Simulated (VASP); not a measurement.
A run of VASP 6.6.1 is set up as follows.

The input INCAR:

```
SYSTEM = CuPd
ALGO = Normal
EDIFF = 1E-6
ENCUT = 520
GGA = PS
ISIF = 2
ISMEAR = -1
LASPH = .True.
LCHARG = .False.
LREAL = .False.
LWAVE = .False.
NBANDS = 18
NELM = 60
PREC = Accurate
SIGMA = 0.05
```

File KPOINTS:

```
k-points
0
Gamma
  14 14 14
  0 0 0
```

Contents of POSCAR:

```
CuPd
1.0
    2.9270032928      0.0000000000      0.0000000000
    0.0000000000      2.9270032928      0.0000000000
    0.0000000000      0.0000000000      2.9270032928
Cu Pd
1 1
Direct
    0.0000000000      0.0000000000      0.0000000000
    0.5000000000      0.5000000000      0.5000000000
```

Potentials or basis: VASP PAW PBE potentials, release 64 (Cu, Pd).

Run with:

```console
$ cat potpaw_PBE.64/Cu/POTCAR potpaw_PBE.64/Pd/POTCAR > POTCAR
$ mpirun -np 1 vasp_std > vasp.out
```

(1) What does it give for the pressure?

Answers

(1) 7.3 GPa.

Caveat: the PAW data sets were made with another functional, which shifts forces and pressure a little.
